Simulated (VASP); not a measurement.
Here is a VASP 6.6.1 calculation.

Contents of INCAR:

```
SYSTEM = Au
PREC = Accurate ; ENCUT = 520
EDIFF = 1E-7 ; ISMEAR = -1
SIGMA = 0.05 ; LREAL = .FALSE.
LASPH = .TRUE. ; NELM = 60
ALGO = Normal ; ISIF = 2
LWAVE = .FALSE. ; LCHARG = .TRUE.
GGA = PE ; LELF = .TRUE.
LVHAR = .TRUE. ; NBANDS = 18
```

The input KPOINTS:

```
Automatic mesh
0
G
  18 18 10
  0 0 0
```

Contents of POSCAR:

```
Au
1.0
    2.9000000000      0.0000000000      0.0000000000
   -1.4500000000      2.5114736710      0.0000000000
    0.0000000000      0.0000000000      5.0264000000
Au
2
Direct
    0.3333333333      0.6666666667      0.7500000000
    0.6666666667      0.3333333333      0.2500000000
```

Potentials or basis: VASP PAW PBE potentials, release 64 (Au).

Launch:

```console
$ cat potpaw_PBE.64/Au/POTCAR > POTCAR
$ mpirun -np 1 vasp_std > vasp.out
```

(1) What does it give for the band gap on the k mesh?

(2) What does it give for the pressure?

Results:

(1) zero (bands 11 and 12 overlap by 6.53 eV).

(2) -2.0 GPa.

Caveat: the cell differs from its parent crystal (z stretched by +3 %, then relaxed in part); spin-orbit coupling is left out, which moves the levels of the heavy elements.
